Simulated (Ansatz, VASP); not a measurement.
**TiSi2: VASP beside Ansatz**

The input INCAR:

```
ALGO = Normal
EDIFF = 1E-6
ENCUT = 520
GGA = PS
ISIF = 2
ISMEAR = 0
LASPH = True
LCHARG = False
LREAL = False
LWAVE = False
NBANDS = 29
NELM = 60
PREC = Accurate
SIGMA = 0.15
```

Contents of KPOINTS:

```
k-points
0
Gamma
  14 14 12
```

File POSCAR:

```
TiSi2
1.0
    1.7897467487     -6.2701605308      0.0000000000
    1.7897467487      6.2701605308      0.0000000000
    0.0000000000      0.0000000000      3.6188738268
Ti Si
2 4
Direct
    0.8975108623      0.1024891377      0.7500000000
    0.1024891377      0.8975108623      0.2500000000
    0.5599809709      0.4400190291      0.7500000000
    0.4400190291      0.5599809709      0.2500000000
    0.2497198722      0.7502801278      0.7500000000
    0.7502801278      0.2497198722      0.2500000000
```

Input for Ansatz:

```yaml
crystal:
  lattice:
    - [1.7897467487, -6.2701605308, 0.0]
    - [1.7897467487, 6.2701605308, 0.0]
    - [0.0, 0.0, 3.6188738268]
  atoms:
    - { symbol: Ti, position: [0.8975108623, 0.1024891377, 0.75] }
    - { symbol: Ti, position: [0.1024891377, 0.8975108623, 0.25] }
    - { symbol: Si, position: [0.5599809709, 0.4400190291, 0.75] }
    - { symbol: Si, position: [0.4400190291, 0.5599809709, 0.25] }
    - { symbol: Si, position: [0.2497198722, 0.7502801278, 0.75] }
    - { symbol: Si, position: [0.7502801278, 0.2497198722, 0.25] }
basis:
  ecutwfc: 520.0
kpoints:
  mp_grid: { grid: [14, 14, 12] }
hamiltonian:
  xc: pbesol
  pseudopotentials: { kind: paw, azcp: { folder: soft_1 } }
scf:
  occupations: { method: gaussian, width: 0.15 }
output:
  forces: true
  stress: true
  eigenvalues: true
  write_density: true
  write_potential: true
  elf: true
  volumetric_format: npy
```

Change from the starting cell: volume 13.537 Å^3 an atom, stretch along b over the lengths across it, relative to the relaxed cell 0.9230.

Alike in both runs: task single point; functional PBEsol; k mesh 14 × 14 × 12; occupations gaussian, width 0.15 eV; no spin polarisation.

```csv
,VASP,Ansatz
version,VASP 6.6.1,Ansatz 0.2.0
potentials or method,"VASP PAW PBE potentials, release 64 (Ti_sv, Si), cutoff 520 eV","scalar-relativistic, plane waves, PAW"
valence electrons in the cell,40,40
```

```csv
,VASP,Ansatz,Ansatz less VASP
gap on the k mesh at the Fermi level (eV),none,none,-
pressure (GPa),3.7,3.5,-0.15
"traceless stress, the component that is largest in VASP (GPa)",12.84,12.87,+0.035
rms of the force components (eV/Å),0.312,0.311,-0.0007
```

VASP's potentials were made for PBE, not for PBEsol, and Ansatz warns of the same on its side. Atom by atom the forces differ by 0.001 eV/Å (rms over components). A gap of «none» marks a metal or a gap that the smearing closes. The functional is the same, so the differences come from potentials, cutoffs and numerics.
